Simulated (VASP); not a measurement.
# LiCl in VASP: a series of runs, part 2 of 2

VASP 6.6.1.

### 4 Single point, PBE (strain along [111] -4.0%)

INCAR

```
SYSTEM = LiCl
  PREC = Accurate
  ENCUT = 520
  EDIFF = 1E-6
  ISMEAR = 0
  SIGMA = 0.01
  LREAL = .False.
  LASPH = .True.
  NELM = 60
  ALGO = Normal
  ISIF = 2
  LWAVE = .False.
  LCHARG = .True.
  GGA = PE
  LELF = .True.
  LVHAR = .True.
  NBANDS = 12
```

KPOINTS

```
regular mesh
0
Gamma
  6 6 6
  0 0 0
```

POSCAR

```
LiCl
1.0
   -0.0681609864      2.4878760025      2.4878760025
    2.4878760025     -0.0681609864      2.4878760025
    2.4878760025      2.4878760025     -0.0681609864
Li Cl
1 1
Direct
    0.0000000000      0.0000000000      0.0000000000
    0.5000000000      0.5000000000      0.5000000000
```

Potentials or basis: VASP PAW PBE potentials, release 64 (Li_sv, Cl).

On the command line:

```
> cat potpaw_PBE.64/Li_sv/POTCAR potpaw_PBE.64/Cl/POTCAR > POTCAR
> mpirun -np 1 vasp_std > vasp.out
```

OUTCAR:

```text
SYSTEM = LiCl
   PREC = Accurate
   ENCUT = 520
   EDIFF = 1E-6
   ISMEAR = 0
   LREAL = .False.
   LASPH = .True.
   NELM = 60
   ISIF = 2
   GGA = PE

 ion  position               nearest neighbor table
   1  0.000  0.000  0.000-   2 2.52   2 2.52   2 2.52   2 2.52   2 2.52   2 2.52
   2  0.500  0.500  0.500-   1 2.52   1 2.52   1 2.52   1 2.52   1 2.52   1 2.52

  LATTYP: Found a trigonal (rhomboedric) cell.
 ALAT       =     3.5190481565
 COS(alpha) =     0.4724254361

  Lattice vectors:

 A1 = (  -0.0681609864,   2.4878760025,   2.4878760025)
[... 550 lines left out ...]

  FORCE on cell =-STRESS in cart. coord.  units (eV):
  Direction    XX          YY          ZZ          XY          YZ          ZX
  --------------------------------------------------------------------------------------
  -------------------------------------------------------------------------------------
  Total        0.4429901      0.4429901      0.4429901      0.1427639      0.1427639      0.1427639
  in kB       22.1361459     22.1361459     22.1361459      7.1338910      7.1338910      7.1338910
  external PRESSURE =      22.1361459 kB  Pullay stress =       0.0000000 kB

 VOLUME and BASIS-vectors are now :
 -----------------------------------------------------------------------------
  energy-cutoff  :      520.00
  volume of cell :       32.06
      direct lattice vectors                 reciprocal lattice vectors
    -0.068160986  2.487876003  2.487876003    -0.192898443  0.198332202  0.198332202
     2.487876003 -0.068160986  2.487876003     0.198332202 -0.192898443  0.198332202
     2.487876003  2.487876003 -0.068160986     0.198332202  0.198332202 -0.192898443

 POSITION                                       TOTAL-FORCE (eV/Angst)
 -----------------------------------------------------------------------------------
      0.00000      0.00000      0.00000        -0.000000     -0.000000     -0.000000
      2.45380      2.45380      2.45380         0.000000      0.000000      0.000000
 -----------------------------------------------------------------------------------
    total drift:                                0.000000      0.000000      0.000000

  FREE ENERGIE OF THE ION-ELECTRON SYSTEM (eV)
  ---------------------------------------------------
  free  energy   TOTEN  =        -7.3661525380 eV

  energy  without entropy=       -7.3661525380  energy(sigma->0) =       -7.36615254
```

OSZICAR:

```text
N       E                     dE             d eps       ncg     rms          rms(c)
DAV:   1     0.405863930674E+02    0.40586E+02   -0.41140E+03   768   0.775E+02
DAV:   2    -0.509047831218E+01   -0.45677E+02   -0.42884E+02   996   0.142E+02
DAV:   3    -0.736482672784E+01   -0.22743E+01   -0.22686E+01   992   0.331E+01
DAV:   4    -0.742604186542E+01   -0.61215E-01   -0.61199E-01  1040   0.559E+00
DAV:   5    -0.742732274703E+01   -0.12809E-02   -0.12809E-02  1024   0.649E-01    0.246E+00
DAV:   6    -0.736152315186E+01    0.65800E-01   -0.13777E-01   936   0.177E+00    0.176E+00
DAV:   7    -0.736254061333E+01   -0.10175E-02   -0.48130E-02  1104   0.116E+00    0.936E-01
DAV:   8    -0.736613620143E+01   -0.35956E-02   -0.58965E-03   924   0.531E-01    0.154E-01
DAV:   9    -0.736609795231E+01    0.38249E-04   -0.18106E-04   968   0.926E-02    0.492E-02
DAV:  10    -0.736615409531E+01   -0.56143E-04   -0.99873E-05   920   0.674E-02    0.505E-02
DAV:  11    -0.736615248320E+01    0.16121E-05   -0.12531E-05   984   0.222E-02    0.212E-03
DAV:  12    -0.736615253800E+01   -0.54793E-07   -0.38877E-07   744   0.482E-03
   1 F= -.73661525E+01 E0= -.73661525E+01  d E =0.000000E+00
```

Run time: 15 s. Hardware: 1 thread of Intel Xeon Platinum 8488C (Sapphire Rapids), shared host; peak memory 0.15 GiB.

Results:

```yaml
Free_energy: -7.3662 eV
Band_gap_on_the_k_mesh: 6.44 eV (least direct gap 6.46 eV)
```

Caveat: the cell differs from its parent crystal (strain along [111] -4.0%); the cutoff is under 1.25 times the usual one of these potentials, so pressure, stress and relaxed cells hold a basis-set (Pulay) error. A k mesh can miss the band edges.

### 5 Single point, PBE (strain +5.0%)

INCAR

```
SYSTEM = LiCl
ALGO = Normal
EDIFF = 1E-7
ENCUT = 520
GGA = PE
ISIF = 2
ISMEAR = -1
LASPH = .TRUE.
LCHARG = .FALSE.
LREAL = .FALSE.
LWAVE = .FALSE.
NBANDS = 12
NELM = 100
PREC = Accurate
SIGMA = 0.02
```

KPOINTS

```
k-points
0
G
  8 8 8
  0 0 0
```

POSCAR

```
LiCl
1.0
    0.0000000000      2.6838388383      2.6838388383
    2.6838388383      0.0000000000      2.6838388383
    2.6838388383      2.6838388383      0.0000000000
Li Cl
1 1
Direct
    0.0000000000      0.0000000000      0.0000000000
    0.5000000000      0.5000000000      0.5000000000
```

On the command line:

```
> cat potpaw_PBE.64/Li_sv/POTCAR potpaw_PBE.64/Cl/POTCAR > POTCAR
> mpirun -np 1 vasp_std > vasp.out
```

Wall time 13 s (1 thread of Intel Xeon Platinum 8488C (Sapphire Rapids), shared host); peak memory 0.15 GiB.

The run converged. Its results:

| Property | Result |
| --- | --- |
| Free energy | -7.3385 eV |
| Band gap on the k mesh | 5.63 eV |

Levels at points of the mesh, in eV from the valence-band top:
```csv
k point,band 3,band 4,band 5,band 6,band 7,band 8
"(0.00, 0.00, 0.00)",0.00,0.00,0.00,5.63,11.79,11.79
"(0.50, 0.00, 0.00)",-2.30,-0.20,-0.20,6.60,9.39,9.39
"(0.50, 0.50, 0.00)",-2.33,-0.87,-0.87,7.57,8.45,11.34
```

Caveat: the cell differs from its parent crystal (strain +5.0%); the cutoff is under 1.25 times the usual one of these potentials, so pressure, stress and relaxed cells hold a basis-set (Pulay) error. A k mesh can miss the band edges.

### 6 Single point, PBE (shear xy strain +2.0%)

INCAR

```
SYSTEM = LiCl
ALGO = Normal
EDIFF = 1E-6
ENCUT = 520
GGA = PE
ISIF = 2
ISMEAR = 0
LASPH = .True.
LCHARG = .False.
LREAL = .False.
LWAVE = .False.
NBANDS = 12
NELM = 80
PREC = Accurate
SIGMA = 0.01
```

KPOINTS

```
k-points
0
Gamma
  6 6 6
  0 0 0
```

POSCAR

```
LiCl
1.0
    0.0255603699      2.5560369889      2.5560369889
    2.5560369889      0.0255603699      2.5560369889
    2.5815973587      2.5815973587     -0.0000000001
Li Cl
1 1
Direct
    0.0000000000      0.0000000000      0.0000000000
    0.5000000000      0.5000000000      0.5000000000
```

Potentials or basis: VASP PAW PBE potentials, release 64 (Li_sv, Cl).

On the command line:

```
> cat potpaw_PBE.64/Li_sv/POTCAR potpaw_PBE.64/Cl/POTCAR > POTCAR
> mpirun -np 1 vasp_std > vasp.out
```

OUTCAR:

```text
SYSTEM = LiCl
   EDIFF = 1E-6
   ENCUT = 520
   GGA = PE
   ISIF = 2
   ISMEAR = 0
   LASPH = .True.
   LREAL = .False.
   NELM = 80
   PREC = Accurate

 ion  position               nearest neighbor table
   1  0.000  0.000  0.000-   2 2.56   2 2.56   2 2.56   2 2.56   2 2.56   2 2.56
   2  0.500  0.500  0.500-   1 2.56   1 2.56   1 2.56   1 2.56   1 2.56   1 2.56

  LATTYP: Found a body centered orthorhombic cell.
 ALAT       =     3.5786343539
 B/A-ratio  =     1.0202020202
 C/A-ratio  =     1.4284985479

  Lattice vectors:

 A1 = (   2.5560369888,   0.0255603698,  -2.5560369890)
 A2 = (  -2.5560369889,  -0.0255603699,  -2.5560369889)
 A3 = (   0.0255603699,   2.5560369889,   2.5560369889)

Analysis of symmetry for initial positions (statically):
=====================================================================
 Subroutine PRICEL returns:
 Original cell was already a primitive cell.

 Routine SETGRP: Setting up the symmetry group for a
 body centered orthorhombic supercell.

 Subroutine GETGRP returns: Found  8 space group operations
 (whereof  8 operations were pure point group operations)
 out of a pool of  8 trial point group operations.

The static configuration has the point symmetry D_2h.

Analysis of symmetry for dynamics (positions and initial velocities):
=====================================================================
 Subroutine PRICEL returns:
 Original cell was already a primitive cell.

 Routine SETGRP: Setting up the symmetry group for a
 body centered orthorhombic supercell.

 Subroutine GETGRP returns: Found  8 space group operations
 (whereof  8 operations were pure point group operations)
 out of a pool of  8 trial point group operations.

The dynamic configuration has the point symmetry D_2h.

 Subroutine INISYM returns: Found  8 space group operations
 (whereof  8 operations are pure point group operations),
 and found     1 'primitive' translations

----------------------------------------------------------------------------------------

                                     Primitive cell

  volume of cell :      33.3955

  direct lattice vectors                    reciprocal lattice vectors
     0.025560370  2.556036989  2.556036989    -0.197591235  0.197591235  0.195615323
     2.556036989  0.025560370  2.556036989     0.197591235 -0.197591235  0.195615323
     2.581597359  2.581597359 -0.000000000     0.193678537  0.193678537 -0.195615323

  length of vectors
     3.614872544  3.614872544  3.650929997     0.341101080  0.341101080  0.336582985

  position of ions in fractional coordinates (direct lattice)
     0.000000000  0.000000000  0.000000000
     0.500000000  0.500000000  0.500000000

  ion indices of the primitive-cell ions
   primitive index   ion index
                 1           1
                 2           2

----------------------------------------------------------------------------------------

 KPOINTS: k-points

Automatic generation of k-mesh.
 Grid dimensions read from file:
 generate k-points for:    6    6    6

 Generating k-lattice:

  Cartesian coordinates                     Fractional coordinates (reciprocal lattice)
    -0.032931872  0.032931872  0.032602554     0.166666667  0.000000000 -0.000000000
     0.032931872 -0.032931872  0.032602554     0.000000000  0.166666667 -0.000000000
[... 42 lines left out ...]
   total plane-waves  NPLWV =  21952
   dimension x,y,z NGX =    28 NGY =   28 NGZ =   28
   dimension x,y,z NGXF=    56 NGYF=   56 NGZF=   56
   ions per type =               1   1
   NGX,Y,Z   is equivalent  to a cutoff of  12.88, 12.88, 12.75 a.u.
   NGXF,Y,Z  is equivalent  to a cutoff of  25.75, 25.75, 25.50 a.u.
 SYSTEM =  LiCl
   PREC   = accura    normal or accurate (medium, high low for compatibility)
   ISTART =      0    job   : 0-new  1-cont  2-samecut
   ICHARG =      2    charge: 1-file 2-atom 10-const
   ISPIN  =      1    spin polarized calculation?
   LNONCOLLINEAR =      F non collinear calculations
   LSORBIT =      F    spin-orbit coupling
   LASPH  =      T    aspherical Exc in radial PAW
   ENCUT  =  520.0 eV  38.22 Ry    6.18 a.u.   6.72  6.72  6.79*2*pi/ulx,y,z
   NELM   =     80;   NELMIN=  2; NELMDL= -5     # of ELM steps
   EDIFF  = 0.1E-05   stopping-criterion for ELM
   LREAL  =      F    real-space projection
   EDIFFG = 0.1E-04   stopping-criterion for IOM
   NSW    =      0    number of steps for IOM
   IBRION =     -1    ionic relax: 0-MD 1-quasi-New 2-CG
   NFREE  =      0    steps in history (QN), initial steepest desc. (CG)
   ISIF   =      2    stress and relaxation
   ISYM   =      2    0-nonsym 1-usesym 2-fastsym
   POTIM  = 0.5000    time-step for ionic-motion
   TEBEG  =    0.0;   TEEND  =   0.0 temperature during run
   PSTRESS=    0.0 pullay stress
   NELECT =      10.0000    total number of electrons
   NUPDOWN=      -1.0000    fix difference up-down
   EMIN   =  10.00;   EMAX   =-10.00  energy-range for DOS
   EFERMI =   0.00;   METHOD = LEGACY
   ISMEAR =     0;   SIGMA  =   0.01  broadening in eV -4-tet -1-fermi 0-gaus
   EFERMI_NEDOS =   21; number of points for ismear=-14 and -15
   IALGO  =     38    algorithm
   IMIX   =      4    mixing-type and parameters
     AMIX     =   0.40;   BMIX     =  1.00
     AMIX_MAG =   1.60;   BMIX_MAG =  1.00
  volume/ion in A,a.u.               =      16.70       112.68
  Fermi-wavevector in a.u.,A,eV,Ry     =   1.095247  2.069717 16.321094  1.199567
  Thomas-Fermi vector in A             =   2.231567
   LORBIT       =      0    0 simple, 1 ext, 2 COOP (PROOUT), +10 PAW based schemes
   GGA     = PE    functional components
   LHFCALC =     F    Hartree Fock is set to
   AEXX    =    0.0000 exact exchange contribution
   IVDW    =     0    specifies the selected vdW correction
   LEPSILON=     F    determine dielectric tensor
   LRPA    =     F    only Hartree local field effects (RPA)
 non-spin polarized calculation
 Gauss-broadening in eV      SIGMA  =   0.01
  energy-cutoff  :      520.00
  volume of cell :       33.40
 maximum number of plane-waves:       922
   NGX = 13   NGY = 13   NGZ = 13

 number of electron      10.0000003 magnetization

 Free energy of the ion-electron system (eV)
  ---------------------------------------------------
  ext. energy  EPLUGINS =         0.00000000
  ---------------------------------------------------
  free energy    TOTEN  =        -7.38334170 eV

  energy without entropy =       -7.38334170  energy(sigma->0) =       -7.38334170

 E-fermi :   0.8353     XC(G=0):  -8.7755

 val. band max:        0.7200842818   @ k =   0.0000   0.0000   0.0000
 cond. band min:       7.0560324975   @ k =   0.0000   0.0000   0.0000
 fundamental gap:      6.3359482157
 Fermi energy:         0.8353496575

 k-point     1 :       0.0000    0.0000    0.0000
  band No.  band energies     occupation
      1     -42.8480      2.00000
      2     -12.7751      2.00000
      3       0.5983      2.00000
      4       0.6570      2.00000
      5       0.7201      2.00000
      6       7.0560      0.00000
      7      12.4409      0.00000
      8      12.6074      0.00000
      9      12.7730      0.00000
     10      15.2143      0.00000
     11      15.2423      0.00000
     12      15.3149      0.00000
[... 331 lines left out ...]
 k-point    24 :       0.5000    0.5000    0.1667
  band No.  band energies     occupation
      1     -42.8446      2.00000
      2     -12.0119      2.00000
      3      -1.9809      2.00000
      4      -0.7649      2.00000
      5      -0.1866      2.00000
      6       8.8977      0.00000
      7       9.7531      0.00000
      8      11.9814      0.00000
      9      13.1844      0.00000
     10      14.8036      0.00000
     11      18.6605      0.00000
     12      19.4874      0.00000

 [... further k-points ...]

------------------------ aborting loop because EDIFF is reached ----------------------------------------

  FORCE on cell =-STRESS in cart. coord.  units (eV):
  Direction    XX          YY          ZZ          XY          YZ          ZX
  --------------------------------------------------------------------------------------
  -------------------------------------------------------------------------------------
  Total        0.1384466      0.1384466      0.1342366     -0.1077419      0.0000000      0.0000000
  in kB        6.6420912      6.6420912      6.4401150     -5.1690074      0.0000000      0.0000000
  external PRESSURE =       6.5747658 kB  Pullay stress =       0.0000000 kB

 VOLUME and BASIS-vectors are now :
 -----------------------------------------------------------------------------
  energy-cutoff  :      520.00
  volume of cell :       33.40
      direct lattice vectors                 reciprocal lattice vectors
     0.025560370  2.556036989  2.556036989    -0.197591235  0.197591235  0.195615323
     2.556036989  0.025560370  2.556036989     0.197591235 -0.197591235  0.195615323
     2.581597359  2.581597359 -0.000000000     0.193678537  0.193678537 -0.195615323

 POSITION                                       TOTAL-FORCE (eV/Angst)
 -----------------------------------------------------------------------------------
      0.00000      0.00000      0.00000        -0.000000     -0.000000      0.000000
      2.58160      2.58160      2.55604         0.000000      0.000000     -0.000000
 -----------------------------------------------------------------------------------
    total drift:                                0.000000      0.000000      0.000000

  FREE ENERGIE OF THE ION-ELECTRON SYSTEM (eV)
  ---------------------------------------------------
  free  energy   TOTEN  =        -7.3833417002 eV

  energy  without entropy=       -7.3833417002  energy(sigma->0) =       -7.38334170
```

stdout:

```text
POSCAR found type information on POSCAR LiCl
 POSCAR found :  2 types and       2 ions
 scaLAPACK will be used
 LDA part: xc-table for (Slater+PW92), standard interpolation
 POSCAR, INCAR and KPOINTS ok, starting setup
 FFT: planning ... GRIDC
 FFT: planning ... GRID_SOFT
 FFT: planning ... GRID
 WAVECAR not read
 entering main loop
```

It took 20 s on 1 thread of Intel Xeon Platinum 8488C (Sapphire Rapids), shared host; peak memory 0.15 GiB.

Results:

- Free energy: -7.3833 eV
- Band gap on the k mesh: 6.34 eV

Caveat: the cell differs from its parent crystal (shear xy strain +2.0%); the cutoff is under 1.25 times the usual one of these potentials, so pressure, stress and relaxed cells hold a basis-set (Pulay) error.

### 7 The runs side by side

```csv
cell,k mesh,smearing,gap on the mesh (eV)
"a = 3.561 Å, angles 60.0°, 2 atoms",8 × 8 × 8,fermi-dirac 0.02 eV,6.67
"a = 3.615 Å, angles 60.0°, 2 atoms",8 × 8 × 8,fermi-dirac 0.02 eV,6.40
"a = 3.519 Å, angles 61.8°, 2 atoms",6 × 6 × 6,gaussian 0.01 eV,6.44
"a = 3.796 Å, angles 60.0°, 2 atoms",8 × 8 × 8,fermi-dirac 0.02 eV,5.63
"a = 3.615, b = 3.615, c = 3.651 Å, angles 59.7, 59.7, 59.3°, 2 atoms",6 × 6 × 6,gaussian 0.01 eV,6.34
```

Alike in all rows: task single point; level PBE; potentials or basis VASP PAW PBE potentials, release 64 (Li_sv, Cl); no spin polarisation; cutoff (eV) 520.

Caveats: the cutoff is under 1.25 times the usual one of these potentials, so pressure, stress and relaxed cells hold a basis-set (Pulay) error.

Absolute energies hang on the potentials; compare differences alone.
